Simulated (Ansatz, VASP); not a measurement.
**W: VASP beside Ansatz**

```
W
1.0
     0.00000   -2.03000   -2.03000
     0.00000    2.03000   -2.03000
     4.06000    0.00000    0.00000
W
2
Direct
  0.50000 0.50000 0.51232
  0.00000 0.00000 0.98768
```

Change from the starting cell: mode 6 (197.5 1/cm) frozen in, largest displacement +0.050 Å.

Alike in both runs: task single point; functional PBEsol; k mesh 16 × 16 × 12; occupations gaussian, width 0.15 eV; no spin polarisation.

|  | VASP | Ansatz |
| --- | --- | --- |
| version | VASP 6.6.1 | Ansatz 0.2.0 |
| potentials or method | VASP PAW PBE potentials, release 64 (W_sv), cutoff 520 eV | scalar-relativistic, plane waves, PAW |
| valence electrons in the cell | 28 | 28 |

```tsv
	VASP	Ansatz	Ansatz less VASP
gap on the k mesh at the Fermi level (eV)	none	none	-
pressure (GPa)	-11.0	-11.5	-0.49
traceless stress, the component that is largest in VASP (GPa)	-2.96	-2.94	+0.022
rms of the force components (eV/Å)	0.731	0.723	-0.0077
```

VASP's potentials were made for PBE, not for PBEsol. Atom by atom the forces differ by 0.008 eV/Å (rms over components). A gap of «none» marks a metal or a gap that the smearing closes.

Neither program's run includes spin-orbit coupling.
